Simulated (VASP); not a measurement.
Te2Mo:

```
Te Mo
1.0
     3.49674    0.00000    0.00000
    -1.74837    3.02826    0.00000
     0.00000    0.00000   13.70205
Te Mo
4 2
Direct
  0.33333 0.66667 0.11724
  0.66667 0.33333 0.61753
  0.66667 0.33333 0.88276
  0.33333 0.66667 0.38247
  0.33333 0.66667 0.75014
  0.66667 0.33333 0.24986
```

```yaml
Program: VASP 6.6.1
Task: relaxation of cell and atoms
Functional: PBE
Potentials_or_basis: VASP PAW PBE potentials, release 64 (Te, Mo_sv)
Cutoff: 600 eV
k_mesh: 9 × 9 × 2
Occupations: gaussian, width 0.02 eV
Spin: no spin polarisation
```

At the start: pressure 3.7 GPa; volume 24.18 Å³/atom.

Task: How do energy, volume and symmetry change on relaxing?

Result: Over 45 steps the energy falls by 27.2 meV/atom and the volume is 27.83 Å³/atom (+15.1 %); space group P6_3/mmc (No. 194, to 0.1 Å) before and after.

The path:
```csv
step,energy change (eV),largest force (eV/Å),pressure (GPa),volume (Å³)
1,0.0000,0.0230,3.66,145.09
3,-0.0565,0.4337,0.00,150.22
5,-0.0936,0.1091,0.03,153.68
7,-0.1480,0.0356,0.29,158.06
9,-0.1543,0.0566,0.93,161.55
11,-0.1595,0.0909,-0.02,164.08
13,-0.1624,0.0083,-0.01,165.08
15,-0.1624,0.0200,-0.02,164.94
17,-0.1624,0.0044,0.04,165.00
19,-0.1624,0.0011,0.04,164.97
21,-0.1625,0.0039,0.06,165.03
23,-0.1625,0.0243,0.06,165.33
25,-0.1625,0.0135,0.05,165.17
27,-0.1626,0.0185,0.02,165.34
29,-0.1626,0.0430,-0.14,166.13
31,-0.1627,0.0340,-0.07,165.91
33,-0.1628,0.0271,-0.08,166.20
35,-0.1630,0.0076,-0.03,167.37
37,-0.1630,0.0050,-0.05,167.08
39,-0.1630,0.0059,-0.04,167.05
41,-0.1630,0.0058,0.02,166.89
43,-0.1630,0.0021,0.03,166.96
45,-0.1630,0.0021,0.00,166.97
```

Final structure:
```
Te Mo
1.0
     3.55600    0.00000    0.00000
    -1.77800    3.07959    0.00000
     0.00000    0.00000   15.24701
Te Mo
4 2
Cartesian
  0.0000 2.0531 2.0019
  1.7780 1.0265 9.6268
  1.7780 1.0265 13.2451
  0.0000 2.0531 5.6202
  0.0000 2.0531 11.4360
  1.7780 1.0265 3.8110
```

Caveat: the volume moved by over 15 % at a fixed basis, so the end points are rough; this functional lacks dispersion, which binds layers or chains, so the pressure and a relaxed spacing across them are unreliable.
